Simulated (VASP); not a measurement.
Set up this calculation in VASP 6.6.1, as the native input.

- Task: single point
- Functional: r2SCAN
- Potentials or basis: VASP PAW PBE potentials, release 64 (As, B, Sb)
- Cutoff: 520 eV
- k mesh: 6 × 6 × 4
- Occupations: gaussian, width 0.01 eV
- Spin: no spin polarisation
- Dipole correction: no
- Further INCAR settings: ALGO = Normal; EDIFF = 1e-06; NBANDS = 16

Crystal: B2SbAs.

```
As B Sb
1.0
     3.47465    0.00000    0.00000
     0.00000    3.47465    0.00000
     0.00000    0.00000    4.93146
As B Sb
1 2 1
Direct
  0.00000 0.00000 0.00000
  0.00000 0.50000 0.76989
  0.50000 0.00000 0.23011
  0.50000 0.50000 0.50000
```

This cell differs from its parent crystal: volume changed by -6%.

The input as run:

POSCAR

```
B2SbAs
1.0
    3.4746496797      0.0000000000      0.0000000000
    0.0000000000      3.4746496797      0.0000000000
    0.0000000000      0.0000000000      4.9314621535
As B Sb
1 2 1
Direct
    0.0000000000      0.0000000000      0.0000000000
    0.0000000000      0.5000000000      0.7698922570
    0.5000000000      0.0000000000      0.2301077430
    0.5000000000      0.5000000000      0.5000000000
```

INCAR.step1

```
PREC = Accurate
ENCUT = 520
ISMEAR = 0
SIGMA = 0.01
LREAL = F
LASPH = T
NELM = 60
NBANDS = 16
GGA = PE
ALGO = Normal
EDIFF = 1E-4
LWAVE = T
LCHARG = F
```

INCAR.step2

```
PREC = Accurate
ENCUT = 520
EDIFF = 1E-6
ISMEAR = 0
SIGMA = 0.01
LREAL = F
LASPH = T
NELM = 60
ALGO = Normal
ISIF = 2
LWAVE = F
LCHARG = T
METAGGA = R2SCAN
LMIXTAU = T
LELF = T
LVHAR = T
NBANDS = 16
ISTART = 1
```

KPOINTS

```
regular mesh
0
Gamma
  6 6 4
```

Potentials or basis: VASP PAW PBE potentials, release 64 (As, B, Sb).

Command:

```bash
$ cat potpaw_PBE.64/As/POTCAR potpaw_PBE.64/B/POTCAR potpaw_PBE.64/Sb/POTCAR > POTCAR
$ cp INCAR.step1 INCAR
$ mpirun -np 1 vasp_std > vasp.out
$ cp INCAR.step2 INCAR
$ mpirun -np 1 vasp_std > vasp.out
```

Results of the run:

| Property | Result |
| --- | --- |
| Pressure | 9.0 GPa |
| Largest force | 0.199 eV/Å |
| Band gap on the k mesh | 0.92 eV, indirect (least direct gap 0.95 eV) |

Caveat: the PAW data sets were made with another functional, which shifts forces and pressure a little; spin-orbit coupling is left out, which moves the levels of the heavy elements.

Run time: 3.3 min on 1 thread of AMD EPYC 7R13 (shared host), peak memory 0.17 GiB.
